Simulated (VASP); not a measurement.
Here is a VASP 6.6.1 calculation.

The input INCAR:

```
SYSTEM = KI
  PREC = Accurate
  ENCUT = 500
  EDIFF = 1E-7
  ISMEAR = 0
  SIGMA = 0.02
  LREAL = .False.
  LASPH = .True.
  NELM = 120
  ALGO = Normal
  ISIF = 3
  LWAVE = .False.
  LCHARG = .False.
  GGA = PE
  IBRION = 2
  NSW = 100
  EDIFFG = -0.01
  GGA_COMPAT = .False.
  NELMIN = 4
```

Contents of KPOINTS:

```
regular mesh
0
Gamma
  6 6 6
  0 0 0
```

Contents of POSCAR:

```
KI
1.0
    0.0000000000      3.5424356500      3.5424356500
    3.5424356500      0.0000000000      3.5424356500
    3.5424356500      3.5424356500      0.0000000000
K I
1 1
Direct
    0.0000000000      0.0000000000      0.0000000000
    0.5000000000      0.5000000000      0.5000000000
```

Potentials or basis: VASP PAW PBE potentials, release 64 (K_sv, I).

The run is started by

```sh
$ cat potpaw_PBE.64/K_sv/POTCAR potpaw_PBE.64/I/POTCAR > POTCAR
$ mpirun -np 1 vasp_std > vasp.out
```

(1) Predict the band gap on the k mesh.

(2) What does it give for the relaxed volume?

(3) Predict the relaxed cell.

(4) What does it give for the space group after relaxing (to 0.1 Å)?

Results:

(1) 3.85 eV.

(2) 46.41 Å³/atom.

(3) a = 5.082 Å, b = 5.082 Å, c = 5.082 Å, α = 60.00°, β = 60.00°, γ = 60.00°.

(4) Fm-3m (No. 225).

Caveat: spin-orbit coupling is left out, which moves the levels of the heavy elements.
